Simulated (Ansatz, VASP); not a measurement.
One calculation of SiO2, two programs

```
Si O
1.0
     0.00000    3.56000    3.56000
     3.56000    0.00000    3.56000
     3.56000    3.56000    0.00000
Si O
2 4
Direct
  0.50000 0.50000 0.50000
  0.75000 0.75000 0.75000
  0.62500 0.62500 0.62500
  0.12500 0.62500 0.62500
  0.62500 0.62500 0.12500
  0.62500 0.12500 0.62500
```

Alike in both runs: task single point; functional r2SCAN; k mesh 4 × 4 × 4; occupations gaussian, width 0.1 eV; no spin polarisation.

|  | VASP | Ansatz |
| --- | --- | --- |
| version | VASP 6.6.1 | Ansatz 0.2.0 |
| potentials or method | VASP PAW PBE potentials, release 64 (Si, O), cutoff 520 eV | scalar-relativistic, plane waves, PAW |
| valence electrons in the cell | 32 | 32 |

Ansatz gave:

```
gap on the k mesh at the Fermi level (eV) : 6.17
least direct gap on the mesh (eV)         : 6.18
pressure (GPa)                            : 23.0
```

**Question.** Which values does VASP return?

**Answer.** gap on the k mesh at the Fermi level (eV): 6.16; least direct gap on the mesh (eV): 6.16; pressure (GPa): 23.0.

VASP's potentials were made for PBE, not for r2SCAN.
